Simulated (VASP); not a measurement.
# CsP2 in VASP: a series of runs

The runs below take CsP2 through single point, relaxation of cell and atoms, with PBE.

All numbers are computed with VASP 6.6.1; they aren't measurements. Logs are shortened: lines on timing, memory, paths and dates and some standing lists are left out, and cuts for length are marked.

## (1) The cell of the first run

The typed cell holds 3 atoms: a = 3.556 Å, b = 3.556 Å, c = 6.199 Å, α = 90.00°, β = 90.00°, γ = 90.00°.

## (2) Single point, PBE

Input file INCAR:

```
SYSTEM = CsP2
PREC     = Accurate       ! precision mode
ENCUT    = 520            ! plane-wave cutoff, eV
EDIFF    = 1E-6           ! SCF threshold, eV
ISMEAR   = 0              ! smearing method
SIGMA    = 0.1            ! smearing width, eV
LREAL    = .FALSE.        ! projectors in reciprocal space
LASPH    = .TRUE.         ! aspherical terms in the spheres
NELM     = 100            ! most SCF steps
ALGO     = Normal         ! electronic algorithm
ISIF     = 2              ! what is computed and relaxed
LWAVE    = .FALSE.        ! write WAVECAR
LCHARG   = .FALSE.        ! write CHGCAR
GGA      = PE             ! functional
NBANDS   = 16             ! bands
```

Input file KPOINTS:

```
regular mesh
0
G
  4 4 4
  0 0 0
```

Input file POSCAR:

```
CsP2
1.0
    3.5562577759      0.0000000000      0.0000000000
    0.0000000000      3.5562577759      0.0000000000
    0.0000000000      0.0000000000      6.1988523144
Cs P
1 2
Direct
    0.0000000000      0.0000000000      0.0000000000
    0.5000000000      0.0000000000      0.5000771189
    0.0000000000      0.5000000000      0.4999228811
```

Potentials or basis: VASP PAW PBE potentials, release 64 (Cs_sv, P).

Command:

```
cat potpaw_PBE.64/Cs_sv/POTCAR potpaw_PBE.64/P/POTCAR > POTCAR
mpirun -np 1 vasp_std > vasp.out
```

OUTCAR:

```text
SYSTEM = CsP2
   PREC = Accurate
   ENCUT = 520
   EDIFF = 1E-6
   ISMEAR = 0
   LREAL = .FALSE.
   LASPH = .TRUE.
   NELM = 100
   ISIF = 2
   GGA = PE

 ion  position               nearest neighbor table
   1  0.000  0.000  0.000-
   2  0.500  0.000  0.500-   3 2.51   3 2.51   3 2.51   3 2.51
   3  0.000  0.500  0.500-   2 2.51   2 2.51   2 2.51   2 2.51

  LATTYP: Found a simple tetragonal cell.
 ALAT       =     3.5562577759
 C/A-ratio  =     1.7430829555

  Lattice vectors:

 A1 = (   3.5562577759,   0.0000000000,   0.0000000000)
 A2 = (   0.0000000000,   3.5562577759,   0.0000000000)
 A3 = (   0.0000000000,   0.0000000000,   6.1988523144)

Analysis of symmetry for initial positions (statically):
=====================================================================
 Subroutine PRICEL returns:
 Original cell was already a primitive cell.

 Routine SETGRP: Setting up the symmetry group for a
 simple tetragonal supercell.

 Subroutine GETGRP returns: Found  8 space group operations
 (whereof  8 operations were pure point group operations)
 out of a pool of 16 trial point group operations.

The static configuration has the point symmetry D_2d.

Analysis of symmetry for dynamics (positions and initial velocities):
=====================================================================
 Subroutine PRICEL returns:
 Original cell was already a primitive cell.

 Routine SETGRP: Setting up the symmetry group for a
 simple tetragonal supercell.

 Subroutine GETGRP returns: Found  8 space group operations
 (whereof  8 operations were pure point group operations)
 out of a pool of 16 trial point group operations.

The dynamic configuration has the point symmetry D_2d.

 Subroutine INISYM returns: Found  8 space group operations
 (whereof  8 operations are pure point group operations),
 and found     1 'primitive' translations

----------------------------------------------------------------------------------------

                                     Primitive cell

  volume of cell :      78.3967

  direct lattice vectors                    reciprocal lattice vectors
     3.556257776  0.000000000  0.000000000     0.281194464  0.000000000  0.000000000
     0.000000000  3.556257776  0.000000000     0.000000000  0.281194464  0.000000000
     0.000000000  0.000000000  6.198852314     0.000000000  0.000000000  0.161320185

  length of vectors
     3.556257776  3.556257776  6.198852314     0.281194464  0.281194464  0.161320185

[... 76 lines left out ...]
   LREAL  =      F    real-space projection
   EDIFFG = 0.1E-04   stopping-criterion for IOM
   NSW    =      0    number of steps for IOM
   IBRION =     -1    ionic relax: 0-MD 1-quasi-New 2-CG
   NFREE  =      0    steps in history (QN), initial steepest desc. (CG)
   ISIF   =      2    stress and relaxation
   ISYM   =      2    0-nonsym 1-usesym 2-fastsym
   POTIM  = 0.5000    time-step for ionic-motion
   TEBEG  =    0.0;   TEEND  =   0.0 temperature during run
   PSTRESS=    0.0 pullay stress
   NELECT =      19.0000    total number of electrons
   NUPDOWN=      -1.0000    fix difference up-down
   EMIN   =  10.00;   EMAX   =-10.00  energy-range for DOS
   EFERMI =   0.00;   METHOD = LEGACY
   ISMEAR =     0;   SIGMA  =   0.10  broadening in eV -4-tet -1-fermi 0-gaus
   EFERMI_NEDOS =   21; number of points for ismear=-14 and -15
   IALGO  =     38    algorithm
   IMIX   =      4    mixing-type and parameters
     AMIX     =   0.40;   BMIX     =  1.00
     AMIX_MAG =   1.60;   BMIX_MAG =  1.00
  volume/ion in A,a.u.               =      26.13       176.35
  Fermi-wavevector in a.u.,A,eV,Ry     =   1.020689  1.928823 14.174632  1.041806
  Thomas-Fermi vector in A             =   2.154272
   LORBIT       =      0    0 simple, 1 ext, 2 COOP (PROOUT), +10 PAW based schemes
   GGA     = PE    functional components
   LHFCALC =     F    Hartree Fock is set to
   AEXX    =    0.0000 exact exchange contribution
   IVDW    =     0    specifies the selected vdW correction
   LEPSILON=     F    determine dielectric tensor
   LRPA    =     F    only Hartree local field effects (RPA)
 non-spin polarized calculation
 Gauss-broadening in eV      SIGMA  =   0.10
  energy-cutoff  :      520.00
  volume of cell :       78.40
 maximum number of plane-waves:      2134
 NGX is ok and might be reduce to    28
   NGX = 13   NGY = 13   NGZ = 23

 number of electron      19.0000000 magnetization

 Free energy of the ion-electron system (eV)
  ---------------------------------------------------
  ext. energy  EPLUGINS =         0.00000000
  ---------------------------------------------------
  free energy    TOTEN  =       -11.48573681 eV

  energy without entropy =      -11.48084982  energy(sigma->0) =      -11.48329332

 E-fermi :   4.8246     XC(G=0):  -9.3299

 val. band max:        4.7361241774   @ k =   0.2500   0.2500   0.0000
 cond. band min:       4.9570105834   @ k =   0.5000   0.5000   0.2500
 fundamental gap:      0.2208864059
 Fermi energy:         4.8246448418

 k-point     1 :       0.0000    0.0000    0.0000
  band No.  band energies     occupation
      1     -18.4278      2.00000
      2      -8.1785      2.00000
      3      -5.3576      2.00000
      4      -4.1454      2.00000
      5      -4.1454      2.00000
      6       0.4305      2.00000
[... 319 lines left out ...]
      3      -6.0556      2.00000
      4      -4.5734      2.00000
      5      -4.1489      2.00000
      6      -4.1489      2.00000
[... 8 lines left out ...]
     15      10.6753      0.00000
     16      12.5923      0.00000

------------------------ aborting loop because EDIFF is reached ----------------------------------------

  FORCE on cell =-STRESS in cart. coord.  units (eV):
  Direction    XX          YY          ZZ          XY          YZ          ZX
  --------------------------------------------------------------------------------------
  -------------------------------------------------------------------------------------
  Total       -0.0179806     -0.0179806      0.1370149      0.0000000     -0.0000000      0.0000000
  in kB       -0.3674658     -0.3674658      2.8001448      0.0000000     -0.0000000      0.0000000
  external PRESSURE =       0.6884044 kB  Pullay stress =       0.0000000 kB

 VOLUME and BASIS-vectors are now :
 -----------------------------------------------------------------------------
  energy-cutoff  :      520.00
  volume of cell :       78.40
      direct lattice vectors                 reciprocal lattice vectors
     3.556257776  0.000000000  0.000000000     0.281194464  0.000000000  0.000000000
     0.000000000  3.556257776  0.000000000     0.000000000  0.281194464  0.000000000
     0.000000000  0.000000000  6.198852314     0.000000000  0.000000000  0.161320185

 POSITION                                       TOTAL-FORCE (eV/Angst)
 -----------------------------------------------------------------------------------
      0.00000      0.00000      0.00000         0.000000      0.000000     -0.000000
      1.77813      0.00000      3.09990        -0.000000      0.000000     -0.001857
      0.00000      1.77813      3.09895        -0.000000      0.000000      0.001857
 -----------------------------------------------------------------------------------
    total drift:                               -0.000000     -0.000000      0.000000

  FREE ENERGIE OF THE ION-ELECTRON SYSTEM (eV)
  ---------------------------------------------------
  free  energy   TOTEN  =       -11.4857368125 eV

  energy  without entropy=      -11.4808498208  energy(sigma->0) =      -11.48329332
```

stdout:

```text
POSCAR found type information on POSCAR CsP
 POSCAR found :  2 types and       3 ions
 scaLAPACK will be used
 LDA part: xc-table for (Slater+PW92), standard interpolation
 POSCAR, INCAR and KPOINTS ok, starting setup
 FFT: planning ... GRIDC
 FFT: planning ... GRID_SOFT
 FFT: planning ... GRID
 WAVECAR not read
 entering main loop
```

Wall time 27 s (1 thread of Intel Xeon Platinum 8488C (Sapphire Rapids), shared host); peak memory 0.19 GiB.

Results:

* Free energy: -11.4857 eV
* Pressure: 0.1 GPa

Caveat: the k points lie up to 0.44 Å⁻¹ apart; spin-orbit coupling is left out, which moves the levels of the heavy elements.

## (3) Single point, PBE

This run uses another cell than the first one, of 25.57 Å³/atom, 0.979 times its volume.

Input file INCAR:

```
SYSTEM = CsP2
ALGO     = Normal         ! electronic algorithm
EDIFF    = 1E-6           ! SCF threshold, eV
ENCUT    = 520            ! plane-wave cutoff, eV
GGA      = PE             ! functional
ISIF     = 2              ! what is computed and relaxed
ISMEAR   = 0              ! smearing method
LASPH    = .True.         ! aspherical terms in the spheres
LCHARG   = .False.        ! write CHGCAR
LREAL    = .False.        ! projectors in reciprocal space
LWAVE    = .False.        ! write WAVECAR
NBANDS   = 16             ! bands
NELM     = 80             ! most SCF steps
PREC     = Accurate       ! precision mode
SIGMA    = 0.1            ! smearing width, eV
```

Input file KPOINTS:

```
k-points
0
Gamma
  6 6 4
  0 0 0
```

Input file POSCAR:

```
CsP2
1.0
    3.5193790646      0.0000000000      0.0000000000
    0.0000000000      3.5193790646      0.0000000000
    0.0000000000      0.0000000000      6.1940179262
Cs P
1 2
Direct
    0.0000000000      0.0000000000      0.0000000000
    0.5000000000      0.0000000000      0.5000000000
    0.0000000000      0.5000000000      0.5000000000
```

Potentials or basis: VASP PAW PBE potentials, release 64 (Cs_sv, P).

Command:

```
cat potpaw_PBE.64/Cs_sv/POTCAR potpaw_PBE.64/P/POTCAR > POTCAR
mpirun -np 1 vasp_std > vasp.out
```

It took 30 s on 1 thread of Intel Xeon 6975P-C, shared host; peak memory 0.19 GiB.

Results (log left out):

| Property | Result |
| --- | --- |
| Free energy | -11.4877 eV |
| Pressure | 0.1 GPa |

Stress tensor (GPa, compression positive):
```
-0.02  0.00  0.00
 0.00 -0.02  0.00
 0.00  0.00  0.24
```

Levels at points of the mesh, in eV from the Fermi level:
| k point | band 8 | band 9 | band 10 | band 11 | band 12 | band 13 |
| --- | --- | --- | --- | --- | --- | --- |
| (0.00, 0.00, 0.00) | -2.84 | -2.84 | 0.80 | 2.16 | 2.53 | 3.19 |
| (0.50, 0.00, 0.00) | -0.80 | -0.23 | -0.21 | 1.25 | 1.65 | 3.16 |
| (0.50, 0.50, 0.00) | -5.99 | -1.25 | -1.25 | 0.53 | 3.66 | 5.52 |
| (0.00, 0.00, 0.50) | -2.91 | -2.91 | 1.12 | 1.46 | 3.30 | 4.06 |
| (0.50, 0.00, 0.50) | -1.41 | -0.31 | -0.19 | 1.50 | 1.55 | 2.45 |
| (0.50, 0.50, 0.50) | -5.62 | -0.34 | -0.34 | 0.00 | 3.16 | 3.57 |

Caveat: spin-orbit coupling is left out, which moves the levels of the heavy elements.

## (4) Relaxation of cell and atoms, PBE

Input file INCAR:

```
SYSTEM = CsP2
ALGO     = Normal         ! electronic algorithm
EDIFF    = 1E-6           ! SCF threshold, eV
EDIFFG   = -0.04          ! ionic threshold
ENCUT    = 600            ! plane-wave cutoff, eV
GGA      = PE             ! functional
IBRION   = 2              ! ionic algorithm
ISIF     = 3              ! what is computed and relaxed
ISMEAR   = 0              ! smearing method
LASPH    = .TRUE.         ! aspherical terms in the spheres
LCHARG   = .FALSE.        ! write CHGCAR
LREAL    = .FALSE.        ! projectors in reciprocal space
LWAVE    = .FALSE.        ! write WAVECAR
NELM     = 100            ! most SCF steps
NSW      = 90             ! ionic steps
PREC     = Accurate       ! precision mode
SIGMA    = 0.1            ! smearing width, eV
```

Input file KPOINTS:

```
k-points
0
G
  6 6 4
  0 0 0
```

Input file POSCAR:

```
CsP2
1.0
    3.5562577759      0.0000000000      0.0000000000
    0.0000000000      3.5562577759      0.0000000000
    0.0000000000      0.0000000000      6.1988523144
Cs P
1 2
Direct
    0.0000000000      0.0000000000      0.0000000000
    0.5000000000      0.0000000000      0.5000000000
    0.0000000000      0.5000000000      0.5000000000
```

Command:

```
cat potpaw_PBE.64/Cs_sv/POTCAR potpaw_PBE.64/P/POTCAR > POTCAR
mpirun -np 1 vasp_std > vasp.out
```

Wall time 42 s (1 thread of Intel Xeon 6975P-C, shared host); peak memory 0.21 GiB.

The run converged. Its results:

```yaml
Free_energy: -11.4880 eV
Relaxed_volume: 25.73 Å³/atom
Relaxed_cell: a = 3.528 Å, b = 3.528 Å, c = 6.201 Å, α = 90.00°, β = 90.00°, γ = 90.00°
Space_group_after_relaxing_to_0.05_Å: P4/mmm (No. 123)
Energy_gained_by_relaxing: 1.6 meV/atom
Ionic_steps: 2
Pressure_after_relaxing: -0.1 GPa
```

Stress tensor (GPa, compression positive):
```
-0.25  0.00  0.00
 0.00 -0.25  0.00
 0.00  0.00  0.07
```

Step by step:
```
step  energy change (eV)  largest force (eV/Å)  pressure (GPa)  volume (Å³)
   1              0.0000                0.0000           -0.65        78.40
   2             -0.0047                0.0000           -0.14        77.20
```

Final structure:
```xyz
3
Lattice="3.5284 0.0000 0.0000 0.0000 3.5284 0.0000 0.0000 0.0000 6.2009" Properties=species:S:1:pos:R:3 pbc="T T T"
Cs    0.0000    0.0000    0.0000
P     1.7642    0.0000    3.1005
P     0.0000    1.7642    3.1005
```

Levels at points of the mesh, in eV from the Fermi level:
```tsv
k point	band 8	band 9	band 10	band 11	band 12	band 13
(0.00, 0.00, 0.00)	-2.81	-2.81	0.80	2.17	2.52	3.21
(0.50, 0.00, 0.00)	-0.79	-0.21	-0.19	1.24	1.64	3.14
(0.50, 0.50, 0.00)	-5.93	-1.23	-1.23	0.56	3.68	5.53
(0.00, 0.00, 0.50)	-2.88	-2.88	1.12	1.46	3.33	4.04
(0.50, 0.00, 0.50)	-1.39	-0.30	-0.17	1.50	1.54	2.46
(0.50, 0.50, 0.50)	-5.57	-0.33	-0.33	0.03	3.18	3.58
```

Caveat: spin-orbit coupling is left out, which moves the levels of the heavy elements.

## (5) Overview

```tsv
task	cell	k mesh	cutoff (eV)	gap on the mesh (eV)	pressure (GPa)
single point	a = 3.556, b = 3.556, c = 6.199 Å, 3 atoms	4 × 4 × 4	520	none	0.1
single point	a = 3.519, b = 3.519, c = 6.194 Å, 3 atoms	6 × 6 × 4	520	none	0.1
relaxation of cell and atoms	relaxed from a = 3.556, b = 3.556, c = 6.199 Å, 3 atoms	6 × 6 × 4	600	none	-0.1
```

Alike in all rows: level PBE; potentials or basis VASP PAW PBE potentials, release 64 (Cs_sv, P); no spin polarisation; smearing gaussian 0.1 eV.

Caveats: some runs use coarse meshes; spin-orbit coupling is left out, which moves the levels of the heavy elements.

Total energies depend on the potentials used, so only differences within one code and one set of settings carry meaning.
